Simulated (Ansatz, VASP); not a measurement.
# Two plane-wave programs on KTaO3

File INCAR:

```
PREC = Accurate ; ENCUT = 520
EDIFF = 1E-6 ; ISMEAR = 0
SIGMA = 0.05 ; LREAL = False
LASPH = True ; NELM = 60
ALGO = Normal ; ISIF = 2
LWAVE = False ; LCHARG = True
GGA = PE ; LELF = True
LVHAR = True ; NBANDS = 27
```

KPOINTS

```
regular mesh
0
Gamma
  8 8 8
```

The input POSCAR:

```
KTaO3
1.0
    3.9310716720      0.0000000000      0.0000000000
    0.0000000000      4.2128112205      0.0000000000
    0.0000000000      0.0000000000      4.0248506931
K Ta O
1 1 3
Direct
    0.5000000000      0.5000000000      0.5000000000
    0.0000000000      0.0000000000      0.0000000000
    0.5000000000      0.0000000000      0.0000000000
    0.0000000000      0.5000000000      0.0000000000
    0.0000000000      0.0000000000      0.5000000000
```

Input for Ansatz:

```yaml
crystal:
  lattice:
    - [3.931071672, 0.0, 0.0]
    - [0.0, 4.2128112205, 0.0]
    - [0.0, 0.0, 4.0248506931]
  atoms:
    - { symbol: K, position: [0.5, 0.5, 0.5] }
    - { symbol: Ta, position: [0.0, 0.0, 0.0] }
    - { symbol: O, position: [0.5, 0.0, 0.0] }
    - { symbol: O, position: [0.0, 0.5, 0.0] }
    - { symbol: O, position: [0.0, 0.0, 0.5] }
basis:
  ecutwfc: 520.0
kpoints:
  mp_grid: { grid: [8, 8, 8] }
hamiltonian:
  xc: pbe
scf:
  occupations: { method: gaussian, width: 0.05 }
output:
  forces: true
  stress: true
  eigenvalues: true
```

Change from the starting cell: normal strain along x -0.0233, normal strain along y +0.0467.

Alike in both runs: task single point; functional PBE; k mesh 8 × 8 × 8; occupations gaussian, width 0.05 eV; no spin polarisation.

|  | VASP | Ansatz |
| --- | --- | --- |
| version | VASP 6.6.1 | Ansatz 0.2.0 |
| potentials or method | VASP PAW PBE potentials, release 64 (K_sv, Ta_pv, O), cutoff 520 eV | scalar-relativistic, plane waves, PAW |
| valence electrons in the cell | 38 | 40 |

Ansatz gave:

```
gap on the k mesh at the Fermi level (eV)                     : 2.01
least direct gap on the mesh (eV)                             : 2.57
pressure (GPa)                                                : -2.8
traceless stress, the component that is largest in VASP (GPa) : -11.10
```

Problem. Estimate VASP's values.

Solution. gap on the k mesh at the Fermi level (eV): 1.96; least direct gap on the mesh (eV): 2.53; pressure (GPa): -2.2; traceless stress, the component that is largest in VASP (GPa): -11.28.

The functional is the same, so the differences come from potentials, cutoffs and numerics. VASP's potentials hold 38 valence electrons a cell and Ansatz's 40, so a difference there can come from the potentials and not from the codes.

Neither program's run includes spin-orbit coupling.
